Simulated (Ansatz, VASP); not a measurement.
## PbSe in VASP and in Ansatz

```xyz
2
Lattice="0.0000 3.0193 3.0193 3.0193 0.0000 3.0193 3.0193 3.0193 0.0000" Properties=species:S:1:pos:R:3 pbc="T T T"
Pb    0.0000    0.0000    0.0000
Se    3.0193    3.0193    3.0193
```

Alike in both runs: task single point; functional r2SCAN; dispersion rVV10; k mesh 8 × 8 × 8; occupations fermi-dirac, width 0.05 eV; no spin polarisation.

|  | VASP | Ansatz |
| --- | --- | --- |
| version | VASP 6.6.1 | Ansatz 0.2.0 |
| potentials or method | VASP PAW PBE potentials, release 64 (Pb_d, Se) | Ansatz PAW |
| plane-wave cutoff (eV) | 520 | 500 |
| valence electrons in the cell | 20 | 30 |

```tsv
	VASP	Ansatz	Ansatz less VASP
gap on the k mesh at the Fermi level (eV)	0.39	0.38	-0.006
least direct gap on the mesh (eV)	0.39	0.38	-0.006
pressure (GPa)	3.3	3.0	-0.24
```

VASP's potentials were made for PBE, not for r2SCAN. VASP's potentials hold 20 valence electrons a cell and Ansatz's 30, so a difference there can come from the potentials and not from the codes.

Spin-orbit coupling is off throughout.
